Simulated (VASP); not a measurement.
# AgI (P6_3mc) in VASP: a series of runs, part 2 of 2

VASP 6.6.1. Earlier steps stand in the parts before.

**3. Single point, LDA**

The input, INCAR:

```
SYSTEM = AgI
ALGO     = Normal         ! electronic algorithm
EDIFF    = 1E-6           ! SCF threshold, eV
ENCUT    = 500            ! plane-wave cutoff, eV
GGA_COMPAT= .False.      
ISIF     = 2              ! what is computed and relaxed
ISMEAR   = 0              ! smearing method
LASPH    = .True.         ! aspherical terms in the spheres
LCHARG   = .True.         ! write CHGCAR
LELF     = .True.         ! ELF
LREAL    = .False.        ! projectors in reciprocal space
LVHAR    = .True.       
LWAVE    = .False.        ! write WAVECAR
NBANDS   = 26             ! bands
NELM     = 120            ! most SCF steps
PREC     = Accurate       ! precision mode
SIGMA    = 0.01           ! smearing width, eV
```

The input, KPOINTS:

```
k-points
0
Gamma
  6 6 4
  0 0 0
```

The input, POSCAR:

```
AgI
1.0
    4.4849896914      0.0000000000      0.0000000000
   -2.2424948457      3.8841150085      0.0000000000
    0.0000000000      0.0000000000      7.3405745134
Ag I
2 2
Direct
    0.6666666667      0.3333333333      0.6277265145
    0.3333333333      0.6666666667      0.1277265145
    0.6666666667      0.3333333333      0.0022734855
    0.3333333333      0.6666666667      0.5022734855
```

Potentials or basis: VASP PAW LDA potentials, release 64 (Ag, I).

Command:

```console
$ cat potpaw_LDA.64/Ag/POTCAR potpaw_LDA.64/I/POTCAR > POTCAR
$ mpirun -np 1 vasp_std > vasp.out
```

OUTCAR:

```text
SYSTEM = AgI
   EDIFF = 1E-6
   ENCUT = 500
   ISIF = 2
   ISMEAR = 0
   LASPH = .True.
   LREAL = .False.
   NELM = 120
   PREC = Accurate

 ion  position               nearest neighbor table
   1  0.667  0.333  0.628-   4 2.75   4 2.75   4 2.75   3 2.75
   2  0.333  0.667  0.128-   3 2.75   3 2.75   3 2.75   4 2.75
   3  0.667  0.333  0.002-   2 2.75   2 2.75   2 2.75   1 2.75
   4  0.333  0.667  0.502-   1 2.75   1 2.75   1 2.75   2 2.75

  LATTYP: Found a hexagonal cell.
 ALAT       =     4.4849896914
 C/A-ratio  =     1.6366981907

  Lattice vectors:

 A1 = (   4.4849896914,   0.0000000000,   0.0000000000)
 A2 = (  -2.2424948457,   3.8841150085,   0.0000000000)
 A3 = (   0.0000000000,   0.0000000000,   7.3405745134)

Analysis of symmetry for initial positions (statically):
=====================================================================
 Subroutine PRICEL returns:
 Original cell was already a primitive cell.

 Routine SETGRP: Setting up the symmetry group for a
 hexagonal supercell.

 Subroutine GETGRP returns: Found 12 space group operations
 (whereof  6 operations were pure point group operations)
 out of a pool of 24 trial point group operations.

The static configuration has the point symmetry C_3v.
 The point group associated with its full space group is C_6v.

Analysis of symmetry for dynamics (positions and initial velocities):
=====================================================================
 Subroutine PRICEL returns:
 Original cell was already a primitive cell.

 Routine SETGRP: Setting up the symmetry group for a
 hexagonal supercell.

 Subroutine GETGRP returns: Found 12 space group operations
 (whereof  6 operations were pure point group operations)
 out of a pool of 24 trial point group operations.

The dynamic configuration has the point symmetry C_3v.
 The point group associated with its full space group is C_6v.

 Subroutine INISYM returns: Found 12 space group operations
 (whereof  6 operations are pure point group operations),
[... 115 lines left out ...]
     AMIX     =   0.40;   BMIX     =  1.00
     AMIX_MAG =   1.60;   BMIX_MAG =  1.00
  volume/ion in A,a.u.               =      31.97       215.73
  Fermi-wavevector in a.u.,A,eV,Ry     =   1.072954  2.027589 15.663441  1.151230
  Thomas-Fermi vector in A             =   2.208739
   LORBIT       =      0    0 simple, 1 ext, 2 COOP (PROOUT), +10 PAW based schemes
   GGA     = CA    functional components
   LHFCALC =     F    Hartree Fock is set to
   AEXX    =    0.0000 exact exchange contribution
   IVDW    =     0    specifies the selected vdW correction
   LEPSILON=     F    determine dielectric tensor
   LRPA    =     F    only Hartree local field effects (RPA)
 non-spin polarized calculation
 Gauss-broadening in eV      SIGMA  =   0.01
  energy-cutoff  :      500.00
  volume of cell :      127.87
 maximum number of plane-waves:      3285
 NGX is ok and might be reduce to    36
   NGX = 17   NGY = 17   NGZ = 27

 number of electron      35.9999993 magnetization

 Free energy of the ion-electron system (eV)
  ---------------------------------------------------
  ext. energy  EPLUGINS =         0.00000000
  ---------------------------------------------------
  free energy    TOTEN  =       -12.24508547 eV

  energy without entropy =      -12.24508547  energy(sigma->0) =      -12.24508547

 E-fermi :   3.7849     XC(G=0):  -9.1578

 val. band max:        3.7198886089   @ k =   0.0000   0.0000   0.0000
 cond. band min:       4.8463268902   @ k =   0.0000   0.0000   0.0000
 fundamental gap:      1.1264382813
 Fermi energy:         3.7848521770

 k-point     1 :       0.0000    0.0000    0.0000
  band No.  band energies     occupation
      1      -9.5448      2.00000
      2      -9.1870      2.00000
      3      -0.9626      2.00000
      4      -0.9540      2.00000
      5      -0.9540      2.00000
      6      -0.9535      2.00000
[... 598 lines left out ...]
     25      11.7383      0.00000
     26      11.7383      0.00000

------------------------ aborting loop because EDIFF is reached ----------------------------------------

  FORCE on cell =-STRESS in cart. coord.  units (eV):
  Direction    XX          YY          ZZ          XY          YZ          ZX
  --------------------------------------------------------------------------------------
  -------------------------------------------------------------------------------------
  Total        0.0194349      0.0194349      0.0106572      0.0000000      0.0000000      0.0000000
  in kB        0.2435057      0.2435057      0.1335278      0.0000000      0.0000000      0.0000000
  external PRESSURE =       0.2068464 kB  Pullay stress =       0.0000000 kB

 VOLUME and BASIS-vectors are now :
 -----------------------------------------------------------------------------
  energy-cutoff  :      500.00
  volume of cell :      127.87
      direct lattice vectors                 reciprocal lattice vectors
     4.484989691  0.000000000  0.000000000     0.222965953  0.128729453  0.000000000
    -2.242494846  3.884115008  0.000000000     0.000000000  0.257458906  0.000000000
     0.000000000  0.000000000  7.340574513     0.000000000  0.000000000  0.136229119

 POSITION                                       TOTAL-FORCE (eV/Angst)
 -----------------------------------------------------------------------------------
      2.24249      1.29471      4.60787        -0.000000      0.000000      0.000931
     -0.00000      2.58941      0.93759         0.000000     -0.000000      0.000931
      2.24249      1.29471      0.01669         0.000000      0.000000     -0.000931
     -0.00000      2.58941      3.68698        -0.000000     -0.000000     -0.000931
 -----------------------------------------------------------------------------------
    total drift:                               -0.000000     -0.000000      0.000110

  FREE ENERGIE OF THE ION-ELECTRON SYSTEM (eV)
  ---------------------------------------------------
  free  energy   TOTEN  =       -12.2450854742 eV

  energy  without entropy=      -12.2450854742  energy(sigma->0) =      -12.24508547
```

OSZICAR:

```text
N       E                     dE             d eps       ncg     rms          rms(c)
DAV:   1     0.199400660299E+03    0.19940E+03   -0.15486E+04  1092   0.116E+03
DAV:   2    -0.207702168817E+01   -0.20148E+03   -0.19387E+03  1188   0.236E+02
DAV:   3    -0.123006628790E+02   -0.10224E+02   -0.10153E+02  1328   0.522E+01
DAV:   4    -0.124934508853E+02   -0.19279E+00   -0.19270E+00  1392   0.700E+00
DAV:   5    -0.124947374145E+02   -0.12865E-02   -0.12865E-02  1266   0.671E-01    0.889E+00
DAV:   6    -0.122597935705E+02    0.23494E+00   -0.85716E-01  1130   0.983E+00    0.640E+00
DAV:   7    -0.122487083933E+02    0.11085E-01   -0.12207E-01  1140   0.165E+00    0.223E+00
DAV:   8    -0.122451818743E+02    0.35265E-02   -0.53573E-03  1162   0.635E-01    0.299E-01
DAV:   9    -0.122450801096E+02    0.10176E-03   -0.15200E-03  1200   0.345E-01    0.616E-02
DAV:  10    -0.122450803763E+02   -0.26670E-06   -0.52699E-05  1206   0.821E-02    0.286E-02
DAV:  11    -0.122450866309E+02   -0.62546E-05   -0.23504E-05  1176   0.355E-02    0.209E-02
DAV:  12    -0.122450857359E+02    0.89500E-06   -0.14625E-05  1132   0.415E-02    0.725E-03
DAV:  13    -0.122450854742E+02    0.26170E-06   -0.22296E-06   872   0.143E-02
   1 F= -.12245085E+02 E0= -.12245085E+02  d E =-.367857E-22
```

Wall time 56 s (1 thread of Intel Xeon Platinum 8259CL at 2.50GHz (Skylake/Cascade Lake), shared host); peak memory 0.23 GiB.

Results:

```yaml
Free_energy: -12.2451 eV
Pressure: 0.0 GPa
Band_gap_on_the_k_mesh: 1.13 eV
```

Levels at points of the mesh, in eV from the valence-band top:
```
           k point  band 15  band 16  band 17  band 18  band 19  band 20  band 21  band 22
(0.00, 0.00, 0.00)    -0.83    -0.09     0.00     0.00     1.13     2.41     5.51     5.51
(0.50, 0.00, 0.00)    -2.53    -2.06    -1.23    -0.83     3.19     3.33     4.53     5.84
(0.00, 0.00, 0.50)    -0.43    -0.43    -0.43    -0.43     2.48     2.48     5.45     5.45
(0.50, 0.00, 0.50)    -1.44    -1.44    -1.43    -1.43     3.00     3.00     4.64     4.64
```

Caveat: spin-orbit coupling is left out, which moves the levels of the heavy elements.
